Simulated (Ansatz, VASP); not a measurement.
One calculation of AlN, two programs

```xyz
2
Lattice="0.0000 2.1840 2.1840 2.1840 0.0000 2.1840 2.1840 2.1840 0.0000" Properties=species:S:1:pos:R:3 pbc="T T T"
Al    0.0000    0.0000    0.0000
N     3.2760    3.2760    3.2760
```

Alike in both runs: task single point; functional PBE; k mesh 4 × 4 × 4; occupations gaussian, width 0.02 eV; no spin polarisation.

|  | VASP | Ansatz |
| --- | --- | --- |
| version | VASP 6.6.1 | Ansatz 0.2.0 |
| potentials or method | VASP PAW PBE potentials, release 64 (Al, N), cutoff 600 eV | scalar-relativistic, plane waves, PAW |
| valence electrons in the cell | 8 | 8 |

```csv
,VASP,Ansatz,Ansatz less VASP
gap on the k mesh at the Fermi level (eV),3.29,3.30,+0.008
least direct gap on the mesh (eV),4.18,4.17,-0.010
pressure (GPa),4.5,4.9,+0.44
```

The k mesh is coarse, so the values compare programs but aren't converged.
